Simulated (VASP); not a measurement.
# W7Au (F-43m) in VASP: a series of runs

The runs below take W7Au through single point, with PBE.

All numbers are computed with VASP 6.6.1; they aren't measurements. Logs are shortened: lines on timing, memory, paths and dates and some standing lists are left out, and cuts for length are marked.

## Step 1: The cell of the first run

It takes space group F-43m (No. 216, cubic). The conventional cell has a = 8.810 Å, b = 8.810 Å, c = 8.810 Å, α = 90.00°, β = 90.00°, γ = 90.00°. W (site symmetry 2mm) has 1 Au at 2.58 Å and 6 W at 2.59 to 3.14 Å within 3.4 Å. Within 4.1 Å of W (site symmetry -43m) lie 12 W at 3.14 Å and 4 Au at 3.81 Å. Au (site symmetry -43m) has 6 W at 2.58 Å within 3.4 Å.

The cell was generated, and may not be a known phase.

## Step 2: Single point, PBE

File INCAR:

```
SYSTEM = W7Au
ALGO = Normal
EDIFF = 1E-6
ENCUT = 540
GGA = PE
GGA_COMPAT = .FALSE.
ISIF = 2
ISMEAR = 0
LASPH = .TRUE.
LCHARG = .FALSE.
LREAL = .FALSE.
LWAVE = .FALSE.
NBANDS = 68
NELM = 120
PREC = Accurate
SIGMA = 0.1
```

File KPOINTS:

```
k-points
0
G
  8 8 8
  0 0 0
```

File POSCAR:

```
W7Au
1.0
    0.0000000000      4.4049506799      4.4049506799
    4.4049506799      0.0000000000      4.4049506799
    4.4049506799      4.4049506799      0.0000000000
W Au
7 1
Direct
    0.2075954920      0.7924045080      0.7924045080
    0.7924045080      0.2075954920      0.2075954920
    0.7924045080      0.7924045080      0.2075954920
    0.2075954920      0.2075954920      0.7924045080
    0.2075954920      0.7924045080      0.2075954920
    0.7924045080      0.2075954920      0.7924045080
    0.7500000000      0.7500000000      0.7500000000
    0.5000000000      0.5000000000      0.5000000000
```

Potentials or basis: VASP PAW PBE potentials, release 64 (W_sv, Au_sv_GW).

Launch:

```console
$ cat potpaw_PBE.64/W_sv/POTCAR potpaw_PBE.64/Au_sv_GW/POTCAR > POTCAR
$ mpirun -np 1 vasp_std > vasp.out
```

OUTCAR:

```text
SYSTEM = W7Au
   EDIFF = 1E-6
   ENCUT = 540
   GGA = PE
   ISIF = 2
   ISMEAR = 0
   LASPH = .TRUE.
   LREAL = .FALSE.
   NELM = 120
   PREC = Accurate

 ion  position               nearest neighbor table
   1  0.208  0.792  0.792-   8 2.58   4 2.59   5 2.59   6 2.59   3 2.59   7 3.14   7 3.14
   2  0.792  0.208  0.208-   8 2.58   4 2.59   5 2.59   6 2.59   3 2.59   7 3.14   7 3.14
   3  0.792  0.792  0.208-   8 2.58   2 2.59   5 2.59   6 2.59   1 2.59   7 3.14   7 3.14
   4  0.208  0.208  0.792-   8 2.58   2 2.59   5 2.59   6 2.59   1 2.59   7 3.14   7 3.14
   5  0.208  0.792  0.208-   8 2.58   2 2.59   3 2.59   4 2.59   1 2.59   7 3.14   7 3.14
   6  0.792  0.208  0.792-   8 2.58   2 2.59   3 2.59   4 2.59   1 2.59   7 3.14   7 3.14
   7  0.750  0.750  0.750-   1 3.14   3 3.14   6 3.14   2 3.14   3 3.14   5 3.14   2 3.14   4 3.14
                             6 3.14   1 3.14   4 3.14   5 3.14
   8  0.500  0.500  0.500-   1 2.58   2 2.58   3 2.58   4 2.58   5 2.58   6 2.58

  LATTYP: Found a face centered cubic cell.
 ALAT       =     8.8099013598

  Lattice vectors:

 A1 = (   0.0000000000,   4.4049506799,   4.4049506799)
 A2 = (   4.4049506799,   0.0000000000,   4.4049506799)
 A3 = (   4.4049506799,   4.4049506799,   0.0000000000)

Analysis of symmetry for initial positions (statically):
=====================================================================
 Subroutine PRICEL returns:
 Original cell was already a primitive cell.

 Routine SETGRP: Setting up the symmetry group for a
 face centered cubic supercell.

 Subroutine GETGRP returns: Found 24 space group operations
 (whereof 24 operations were pure point group operations)
 out of a pool of 48 trial point group operations.

The static configuration has the point symmetry T_d .

Analysis of symmetry for dynamics (positions and initial velocities):
=====================================================================
 Subroutine PRICEL returns:
 Original cell was already a primitive cell.

 Routine SETGRP: Setting up the symmetry group for a
 face centered cubic supercell.

 Subroutine GETGRP returns: Found 24 space group operations
 (whereof 24 operations were pure point group operations)
 out of a pool of 48 trial point group operations.

The dynamic configuration has the point symmetry T_d .

 Subroutine INISYM returns: Found 24 space group operations
 (whereof 24 operations are pure point group operations),
 and found     1 'primitive' translations

----------------------------------------------------------------------------------------

                                     Primitive cell

  volume of cell :     170.9437

  direct lattice vectors                    reciprocal lattice vectors
     0.000000000  4.404950680  4.404950680    -0.113508649  0.113508649  0.113508649
     4.404950680  0.000000000  4.404950680     0.113508649 -0.113508649  0.113508649
     4.404950680  4.404950680  0.000000000     0.113508649  0.113508649 -0.113508649

  length of vectors
     6.229540993  6.229540993  6.229540993     0.196602747  0.196602747  0.196602747

  position of ions in fractional coordinates (direct lattice)
     0.207595492  0.792404508  0.792404508
     0.792404508  0.207595492  0.207595492
     0.792404508  0.792404508  0.207595492
     0.207595492  0.207595492  0.792404508
     0.207595492  0.792404508  0.207595492
     0.792404508  0.207595492  0.792404508
     0.750000000  0.750000000  0.750000000
     0.500000000  0.500000000  0.500000000

  ion indices of the primitive-cell ions
   primitive index   ion index
                 1           1
                 2           2
                 3           3
                 4           4
                 5           5
                 6           6
                 7           7
                 8           8

----------------------------------------------------------------------------------------

 KPOINTS: k-points

Automatic generation of k-mesh.
 Grid dimensions read from file:
 generate k-points for:    8    8    8

 Generating k-lattice:

  Cartesian coordinates                     Fractional coordinates (reciprocal lattice)
    -0.014188581  0.014188581  0.014188581     0.125000000  0.000000000  0.000000000
     0.014188581 -0.014188581  0.014188581     0.000000000  0.125000000  0.000000000
     0.014188581  0.014188581 -0.014188581     0.000000000  0.000000000  0.125000000

  Length of vectors
     0.024575343  0.024575343  0.024575343

  Shift w.r.t. Gamma in fractional coordinates (k-lattice)
     0.000000000  0.000000000  0.000000000

 Subroutine IBZKPT returns following result:
 ===========================================

 Found     29 irreducible k-points:

 Following reciprocal coordinates:
            Coordinates               Weight
  0.000000  0.000000  0.000000      1.000000
  0.125000  0.000000  0.000000      8.000000
  0.250000  0.000000  0.000000      8.000000
  0.375000  0.000000  0.000000      8.000000
  0.500000  0.000000  0.000000      4.000000
  0.125000  0.125000  0.000000      6.000000
[... 16 lines left out ...]
  0.500000  0.250000  0.125000     48.000000
 -0.375000  0.250000  0.125000     24.000000
 [... further k-points ...]
   k-points           NKPTS =     29   k-points in BZ     NKDIM =     29   number of bands    NBANDS=     68
   number of dos      NEDOS =    301   number of ions     NIONS =      8
   total plane-waves  NPLWV = 110592
   dimension x,y,z NGX =    48 NGY =   48 NGZ =   48
   dimension x,y,z NGXF=    96 NGYF=   96 NGZF=   96
   ions per type =               7   1
   NGX,Y,Z   is equivalent  to a cutoff of  12.81, 12.81, 12.81 a.u.
   NGXF,Y,Z  is equivalent  to a cutoff of  25.62, 25.62, 25.62 a.u.
 SYSTEM =  W7Au
   PREC   = accura    normal or accurate (medium, high low for compatibility)
   ISTART =      0    job   : 0-new  1-cont  2-samecut
   ICHARG =      2    charge: 1-file 2-atom 10-const
   ISPIN  =      1    spin polarized calculation?
   LNONCOLLINEAR =      F non collinear calculations
   LSORBIT =      F    spin-orbit coupling
   LASPH  =      T    aspherical Exc in radial PAW
   ENCUT  =  540.0 eV  39.69 Ry    6.30 a.u.  11.80 11.80 11.80*2*pi/ulx,y,z
   NELM   =    120;   NELMIN=  2; NELMDL= -5     # of ELM steps
   EDIFF  = 0.1E-05   stopping-criterion for ELM
   LREAL  =      F    real-space projection
   EDIFFG = 0.1E-04   stopping-criterion for IOM
   NSW    =      0    number of steps for IOM
   IBRION =     -1    ionic relax: 0-MD 1-quasi-New 2-CG
   NFREE  =      0    steps in history (QN), initial steepest desc. (CG)
   ISIF   =      2    stress and relaxation
   ISYM   =      2    0-nonsym 1-usesym 2-fastsym
   POTIM  = 0.5000    time-step for ionic-motion
   TEBEG  =    0.0;   TEEND  =   0.0 temperature during run
   PSTRESS=    0.0 pullay stress
   NELECT =     117.0000    total number of electrons
   NUPDOWN=      -1.0000    fix difference up-down
   EMIN   =  10.00;   EMAX   =-10.00  energy-range for DOS
   EFERMI =   0.00;   METHOD = LEGACY
   ISMEAR =     0;   SIGMA  =   0.10  broadening in eV -4-tet -1-fermi 0-gaus
   EFERMI_NEDOS =   21; number of points for ismear=-14 and -15
   IALGO  =     38    algorithm
   IMIX   =      4    mixing-type and parameters
     AMIX     =   0.40;   BMIX     =  1.00
     AMIX_MAG =   1.60;   BMIX_MAG =  1.00
  volume/ion in A,a.u.               =      21.37       144.20
  Fermi-wavevector in a.u.,A,eV,Ry     =   1.442732  2.726369 28.320204  2.081476
  Thomas-Fermi vector in A             =   2.561219
   LORBIT       =      0    0 simple, 1 ext, 2 COOP (PROOUT), +10 PAW based schemes
   GGA     = PE    functional components
   LHFCALC =     F    Hartree Fock is set to
   AEXX    =    0.0000 exact exchange contribution
   IVDW    =     0    specifies the selected vdW correction
   LEPSILON=     F    determine dielectric tensor
   LRPA    =     F    only Hartree local field effects (RPA)
 non-spin polarized calculation
 Gauss-broadening in eV      SIGMA  =   0.10
  energy-cutoff  :      540.00
  volume of cell :      170.94
 maximum number of plane-waves:      4909
   NGX = 23   NGY = 23   NGZ = 23

 number of electron     117.0000003 magnetization

 Free energy of the ion-electron system (eV)
  ---------------------------------------------------
  ext. energy  EPLUGINS =         0.00000000
  ---------------------------------------------------
  free energy    TOTEN  =       -80.21546888 eV

  energy without entropy =      -80.15272169  energy(sigma->0) =      -80.18409528

 E-fermi :   7.2275     XC(G=0): -11.6372

 val. band max:        7.2257804603   @ k =  -0.2500   0.3750   0.1250
 cond. band min:       7.2281322622   @ k =   0.5000   0.2500   0.1250
 fundamental gap:      0.0023518018
 Fermi energy:         7.2274806351

 k-point     1 :       0.0000    0.0000    0.0000
  band No.  band energies     occupation
      1    -100.1899      2.00000
      2     -67.1215      2.00000
      3     -66.5785      2.00000
      4     -66.4597      2.00000
      5     -66.4597      2.00000
      6     -66.4597      2.00000
[... 60 lines left out ...]
     67      10.4465      0.00000
     68      10.5036      0.00000

 k-point     2 :       0.1250    0.0000    0.0000
  band No.  band energies     occupation
      1    -100.1899      2.00000
      2     -67.1214      2.00000
      3     -66.5783      2.00000
      4     -66.4598      2.00000
      5     -66.4596      2.00000
      6     -66.4596      2.00000
[... 60 lines left out ...]
     67      10.3253      0.00000
     68      10.3785      0.00000

 k-point     3 :       0.2500    0.0000    0.0000
  band No.  band energies     occupation
      1    -100.1899      2.00000
      2     -67.1214      2.00000
      3     -66.5781      2.00000
      4     -66.4600      2.00000
      5     -66.4593      2.00000
      6     -66.4593      2.00000
[... 1480 lines left out ...]
     67       9.6417      0.00000
     68       9.6923      0.00000

 k-point    24 :      -0.3750    0.2500    0.1250
  band No.  band energies     occupation
      1    -100.1899      2.00000
      2     -67.1213      2.00000
      3     -66.5776      2.00000
      4     -66.4601      2.00000
      5     -66.4593      2.00000
      6     -66.4591      2.00000
[... 60 lines left out ...]
     67       9.6456      0.00000
     68       9.7079      0.00000

 [... further k-points ...]

------------------------ aborting loop because EDIFF is reached ----------------------------------------

  FORCE on cell =-STRESS in cart. coord.  units (eV):
  Direction    XX          YY          ZZ          XY          YZ          ZX
  --------------------------------------------------------------------------------------
  -------------------------------------------------------------------------------------
  Total        0.3618077      0.3618077      0.3618077      0.0000000      0.0000000      0.0000000
  in kB        3.3910585      3.3910585      3.3910585      0.0000000      0.0000000      0.0000000
  external PRESSURE =       3.3910585 kB  Pullay stress =       0.0000000 kB

 VOLUME and BASIS-vectors are now :
 -----------------------------------------------------------------------------
  energy-cutoff  :      540.00
  volume of cell :      170.94
      direct lattice vectors                 reciprocal lattice vectors
     0.000000000  4.404950680  4.404950680    -0.113508649  0.113508649  0.113508649
     4.404950680  0.000000000  4.404950680     0.113508649 -0.113508649  0.113508649
     4.404950680  4.404950680  0.000000000     0.113508649  0.113508649 -0.113508649

 POSITION                                       TOTAL-FORCE (eV/Angst)
 -----------------------------------------------------------------------------------
      6.98101      4.40495      4.40495        -0.046375     -0.000000     -0.000000
      1.82890      4.40495      4.40495         0.046375     -0.000000     -0.000000
      4.40495      4.40495      6.98101        -0.000000     -0.000000     -0.046375
      4.40495      4.40495      1.82890        -0.000000     -0.000000      0.046375
      4.40495      1.82890      4.40495        -0.000000      0.046375     -0.000000
      4.40495      6.98101      4.40495        -0.000000     -0.046375     -0.000000
      6.60743      6.60743      6.60743        -0.000000     -0.000000     -0.000000
      4.40495      4.40495      4.40495        -0.000000     -0.000000     -0.000000
 -----------------------------------------------------------------------------------
    total drift:                                0.000000      0.000000      0.000000

  FREE ENERGIE OF THE ION-ELECTRON SYSTEM (eV)
  ---------------------------------------------------
  free  energy   TOTEN  =       -80.2154688754 eV

  energy  without entropy=      -80.1527216925  energy(sigma->0) =      -80.18409528
```

Wall time 8.1 min (1 thread of AMD EPYC 7R13 (Zen 3), shared host); peak memory 0.46 GiB.

What came out:

* Free energy: -80.2155 eV
* Pressure: 0.3 GPa
* Largest force: 0.046 eV/Å
* Band gap on the k mesh: zero (an odd number of electrons rules out a gap without spin polarisation)

Forces in eV/Å, atoms in the order of the input:
```
W   -0.046  0.000  0.000
W    0.046  0.000  0.000
W    0.000  0.000 -0.046
W    0.000  0.000  0.046
W    0.000  0.046  0.000
W    0.000 -0.046  0.000
W    0.000  0.000  0.000
Au   0.000  0.000  0.000
```

Caveat: spin-orbit coupling is left out, which moves the levels of the heavy elements.

[end of part 1 of 2]

The gap in the log of VASP goes by the Fermi energy; the results here count the filled bands.